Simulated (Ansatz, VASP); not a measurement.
# ScGa2N3: VASP beside Ansatz

INCAR

```
PREC = Accurate ; ENCUT = 600
EDIFF = 1E-7 ; ISMEAR = 0
SIGMA = 0.15 ; LREAL = False
LASPH = True ; NELM = 60
ALGO = Normal ; ISIF = 3
LWAVE = False ; LCHARG = False
GGA = PE ; IBRION = 2
NSW = 36 ; EDIFFG = -0.08
```

KPOINTS

```
Automatic mesh
0
Gamma
  3 3 2
```

The input POSCAR:

```
ScGa2N3
1.0
    5.0500000000     -2.9250000000      0.0000000000
    5.0500000000      2.9250000000      0.0000000000
    0.0000000000      0.0000000000      5.3000000000
Sc Ga N
2 4 6
Direct
    0.1670000000      0.8330000000      0.0050000000
    0.8330000000      0.1670000000      0.5050000000
    0.5020000000      0.8320000000      0.5000000000
    0.4980000000      0.1680000000      0.0000000000
    0.1680000000      0.4980000000      0.5000000000
    0.8320000000      0.5020000000      0.0000000000
    0.4750000000      0.8350000000      0.1050000000
    0.1650000000      0.5250000000      0.1050000000
    0.8650000000      0.1350000000      0.1300000000
    0.5250000000      0.1650000000      0.6050000000
    0.8350000000      0.4750000000      0.6050000000
    0.1350000000      0.8650000000      0.6300000000
```

Input for Ansatz:

```yaml
crystal:
  lattice:
    - [5.05, -2.925, 0.0]
    - [5.05, 2.925, 0.0]
    - [0.0, 0.0, 5.3]
  atoms:
    - { symbol: Sc, position: [0.167, 0.833, 0.005] }
    - { symbol: Sc, position: [0.833, 0.167, 0.505] }
    - { symbol: Ga, position: [0.502, 0.832, 0.5] }
    - { symbol: Ga, position: [0.498, 0.168, 0.0] }
    - { symbol: Ga, position: [0.168, 0.498, 0.5] }
    - { symbol: Ga, position: [0.832, 0.502, 0.0] }
    - { symbol: "N", position: [0.475, 0.835, 0.105] }
    - { symbol: "N", position: [0.165, 0.525, 0.105] }
    - { symbol: "N", position: [0.865, 0.135, 0.13] }
    - { symbol: "N", position: [0.525, 0.165, 0.605] }
    - { symbol: "N", position: [0.835, 0.475, 0.605] }
    - { symbol: "N", position: [0.135, 0.865, 0.63] }
basis:
  ecutwfc: 420
kpoints:
  mp_grid: { grid: [3, 3, 2] }
hamiltonian:
  xc: pbe
scf:
  occupations: { method: gaussian, width: 0.15 }
  lower_state_search: "off"
output:
  forces: true
  stress: true
  eigenvalues: true
relax:
  adjacent_minimum: "off"
  f_tol: 0.08
  max_steps: 16
  cell: { stress_tol: 0.8 }
```

Alike in both runs: task relaxation of cell and atoms; functional PBE; k mesh 3 × 3 × 2; occupations gaussian, width 0.15 eV; no spin polarisation.

|  | VASP | Ansatz |
| --- | --- | --- |
| version | VASP 6.6.1 | Ansatz 0.2.0 |
| potentials or method | VASP PAW PBE potentials, release 64 (Sc_sv, Ga_d, N), cutoff 600 eV | scalar-relativistic, plane waves, PAW |
| valence electrons in the cell | 104 | 104 |

```csv
,VASP,Ansatz,Ansatz less VASP
"gap on the k mesh at the Fermi level, each at its own relaxed structure (eV)",2.96,2.95,-0.011
relaxed volume (Å³/atom),12.65,12.64,-0.013
relaxed cell length with the largest relative difference (Å),5.282,5.272,-0.0098
```

The k mesh is coarse, so the values compare programs but aren't converged.
